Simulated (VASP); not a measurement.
Write the native input for VASP 6.6.1 that does the following.

```yaml
Task: single point
Functional: PBE
Potentials_or_basis: VASP PAW PBE potentials, release 64 (Si)
Cutoff: 520 eV
k_mesh: 1 × 1 × 1, shifted
Occupations: fermi-dirac, width 0.2413 eV
Spin: no spin polarisation
Dipole_correction: no
Further_INCAR_settings: LREAL = Auto; ALGO = Normal; EDIFF = 1e-06; NBANDS = 66; ISYM = 0
```

The structure of Si lies in POSCAR:

```
Si
1.0
    7.7190500000     -0.0443600000      0.0013740000
   -0.0443600000      7.7822710000      0.2647900000
    0.0013740000      0.2647900000      7.5276290000
Si
24
Direct
   -0.0728803375      0.8285444900      0.1755476847
    0.9893775304      0.5022260880     -0.0421229381
    0.1498936909      0.8016827040     -0.0955239050
    0.4232673829      0.8185114083      1.1194136686
    0.0318164014      0.6898690207      0.5874795193
    0.2303188286      0.5468741792      0.1162916940
    0.3209921587      0.1904258068      0.7727556854
    0.7207212998      0.2804947115      0.1681194084
    0.2929509834      0.8838832249      0.4474319930
    0.7559169011      0.5781726735      0.5104688379
    0.6075168100      0.5592950151      1.1708110940
   -0.0644267542      0.3655482030      0.5073184417
    0.3505175608      0.6482316482      0.6433611607
    0.4625997450      0.4139311529     -0.0935778639
    1.2042870411      0.1356401129      0.0517544321
    1.0230868792      0.1243927465      0.8095247950
    0.7064037426      0.5891715522      0.8441345430
    0.2535052534      0.4197048994      0.3998422376
    0.7599291755      0.0599348171      0.9515331743
    0.7054949210      1.0879605782      0.4464054443
    0.4289814349      0.9117350415      0.7957945666
    0.4445639626      0.2240867604      0.2409266232
    0.0648106262      0.0621599709      0.4271847897
    0.5091330393      0.2650195037      0.5406682419
```

These files were run (other wordings do the same):

INCAR

```
PREC     = Accurate       # precision mode
ENCUT    = 520            # plane-wave cutoff, eV
EDIFF    = 1E-6           # SCF threshold, eV
ISMEAR   = -1             # smearing method
SIGMA    = 0.2413         # smearing width, eV
LREAL    = Auto         
LASPH    = True           # aspherical terms in the spheres
NELM     = 100            # most SCF steps
ALGO     = Normal         # electronic algorithm
ISIF     = 2              # what is computed and relaxed
LWAVE    = False          # write WAVECAR
LCHARG   = True           # write CHGCAR
GGA      = PE             # functional
LELF     = True           # ELF
LVHAR    = True         
NBANDS   = 66             # bands
ISYM     = 0
```

KPOINTS

```
Automatic mesh
0
Gamma
  1 1 1
  0.25 0.25 0.25
```

Potentials or basis: VASP PAW PBE potentials, release 64 (Si).

The run is started by

```sh
$ cat potpaw_PBE.64/Si/POTCAR > POTCAR
$ mpirun -np 1 vasp_std > vasp.out
```

It gave:

```json
{
  "Pressure": "-0.4 GPa",
  "Largest force": "3.038 eV/Å",
  "Band gap on the k mesh": "0.11 eV"
}
```

Caveat: the k points lie up to 0.84 Å⁻¹ apart.

Run time: 120 s on 1 thread of Intel Xeon 8259CL (shared host), peak memory 0.41 GiB.
